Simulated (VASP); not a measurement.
Input of a VASP 6.6.1 run:

INCAR

```
SYSTEM = Cr
ALGO     = Normal         ! electronic algorithm
EDIFF    = 1E-6           ! SCF threshold, eV
ENCUT    = 520            ! plane-wave cutoff, eV
GGA      = PS             ! functional
ISIF     = 2              ! what is computed and relaxed
ISMEAR   = 0              ! smearing method
LASPH    = .TRUE.         ! aspherical terms in the spheres
LCHARG   = .TRUE.         ! write CHGCAR
LELF     = .TRUE.         ! ELF
LREAL    = .FALSE.        ! projectors in reciprocal space
LVHAR    = .TRUE.       
LWAVE    = .FALSE.        ! write WAVECAR
NBANDS   = 19             ! bands
NELM     = 80             ! most SCF steps
PREC     = Accurate       ! precision mode
SIGMA    = 0.1            ! smearing width, eV
```

KPOINTS

```
k-points
0
G
  18 18 10
  0 0 0
```

Contents of POSCAR:

```
Cr
1.0
    2.5268773559      0.0000000000      0.0000000000
   -1.2634386779      2.1883399824      0.0000000000
    0.0000000000      0.0000000000      4.5685364099
Cr
2
Direct
    0.3333333333      0.6666666667      0.2500000000
    0.6666666667      0.3333333333      0.7500000000
```

Potentials or basis: VASP PAW PBE potentials, release 64 (Cr_pv).

Command:

```console
$ cat potpaw_PBE.64/Cr_pv/POTCAR > POTCAR
$ mpirun -np 1 vasp_std > vasp.out
```

Task: What does it give for the pressure?

Result: -20.3 GPa.

Task: What does it give for the band gap on the k mesh?

Result: Zero (bands 12 and 13 overlap by 1.17 eV).

Stress tensor (GPa, compression positive):
```
-20.40   0.00   0.00
  0.00 -20.40   0.00
  0.00   0.00 -20.20
```

Caveat: the cell stands under tension; the PAW data sets were made with another functional, which shifts forces and pressure a little; the run has no spin polarisation, though such a crystal can be magnetic. Spin polarisation is off, so any magnetic state and its effect on volume and gap are missing.
